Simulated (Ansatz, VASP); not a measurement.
# One calculation of InGa2N3, two programs

The input INCAR:

```
PREC = Accurate
ENCUT = 520
EDIFF = 1E-7
ISMEAR = 0
SIGMA = 0.1
LREAL = False
LASPH = True
NELM = 60
ALGO = Normal
ISIF = 2
LWAVE = False
LCHARG = False
GGA = PE
NBANDS = 36
```

KPOINTS

```
regular mesh
0
Gamma
  6 6 4
```

File POSCAR:

```
InGa2N3
1.0
    3.3515989800      0.0000000000      0.0000000000
    0.0000000000      3.3515989800      0.0000000000
    0.0000000000      0.0000000000      7.4452746600
In Ga N
1 2 3
Direct
    0.5000000000      0.5000000000      0.0000000000
    0.5000000000      0.0000000000      0.7398749000
    0.0000000000      0.5000000000      0.2601251000
    0.5000000000      0.0000000000      0.3835413500
    0.0000000000      0.5000000000      0.6164586500
    0.0000000000      0.0000000000      0.0000000000
```

Input for Ansatz:

```yaml
crystal:
  lattice:
    - [3.35159898, 0.0, 0.0]
    - [0.0, 3.35159898, 0.0]
    - [0.0, 0.0, 7.44527466]
  atoms:
    - { symbol: In, position: [0.5, 0.5, 0.0] }
    - { symbol: Ga, position: [0.5, 0.0, 0.7398749] }
    - { symbol: Ga, position: [0.0, 0.5, 0.2601251] }
    - { symbol: "N", position: [0.5, 0.0, 0.38354135] }
    - { symbol: "N", position: [0.0, 0.5, 0.61645865] }
    - { symbol: "N", position: [0.0, 0.0, 0.0] }
basis:
  ecutwfc: 420
kpoints:
  mp_grid: { grid: [6, 6, 4] }
hamiltonian:
  xc: pbe
scf:
  occupations: { method: gaussian, width: 0.1 }
  lower_state_search: "off"
output:
  forces: true
  stress: true
  eigenvalues: true
```

Change from the starting cell: species swapped into the Hf2GaSb3 type (P-4m2, No. 115).

Alike in both runs: task single point; functional PBE; k mesh 6 × 6 × 4; occupations gaussian, width 0.1 eV; no spin polarisation.

|  | VASP | Ansatz |
| --- | --- | --- |
| version | VASP 6.6.1 | Ansatz 0.2.0 |
| potentials or method | VASP PAW PBE potentials, release 64 (In_d, Ga_d, N), cutoff 520 eV | scalar-relativistic, plane waves, PAW |
| valence electrons in the cell | 54 | 54 |

```tsv
	VASP	Ansatz	Ansatz less VASP
gap on the k mesh at the Fermi level (eV)	none	none	-
pressure (GPa)	-5.4	-5.6	-0.18
traceless stress, the component that is largest in VASP (GPa)	7.49	7.52	+0.028
rms of the force components (eV/Å)	1.764	1.761	-0.0031
```

Atom by atom the forces differ by 0.005 eV/Å (rms over components). A gap of «none» marks a metal or a gap that the smearing closes.
